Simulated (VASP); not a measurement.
Set up this calculation in VASP 6.6.1, as the native input.

```yaml
Task: single point
Functional: PBE
Potentials_or_basis: VASP PAW PBE potentials, release 64 (Cu_sv_GW, P)
Cutoff: 820 eV
k_mesh: 6 × 6 × 6
Occupations: gaussian, width 0.1 eV
Spin: no spin polarisation
Dipole_correction: no
Further_INCAR_settings: ALGO = Normal; EDIFF = 1e-06; NBANDS = 19
```

The structure of CuP lies in POSCAR:

```
CuP
1.0
    3.0206839980      0.0000000000      0.0000000000
    0.0000000000      3.0206839980      0.0000000000
    0.0000000000      0.0000000000      3.0206839980
Cu P
1 1
Direct
    0.0000000000      0.0000000000      0.0000000000
    0.5000000000      0.5000000000      0.5000000000
```

The input as run:

INCAR

```
PREC = Accurate
ENCUT = 820
EDIFF = 1E-6
ISMEAR = 0
SIGMA = 0.1
LREAL = F
LASPH = T
NELM = 120
ALGO = Normal
ISIF = 2
LWAVE = F
LCHARG = F
GGA = PE
NBANDS = 19
GGA_COMPAT = F
```

KPOINTS

```
Automatic mesh
0
Gamma
  6 6 6
```

Potentials or basis: VASP PAW PBE potentials, release 64 (Cu_sv_GW, P).

The run is started by

```sh
$ cat potpaw_PBE.64/Cu_sv_GW/POTCAR potpaw_PBE.64/P/POTCAR > POTCAR
$ mpirun -np 1 vasp_std > vasp.out
```

It gave:

The pressure is -1.4 GPa and the band gap on the k mesh is zero (bands 12 and 13 overlap by 3.82 eV).

It took 16 s on 1 thread of AMD EPYC 7R13 Processor (Zen 3), on a shared host, peak memory 0.15 GiB.
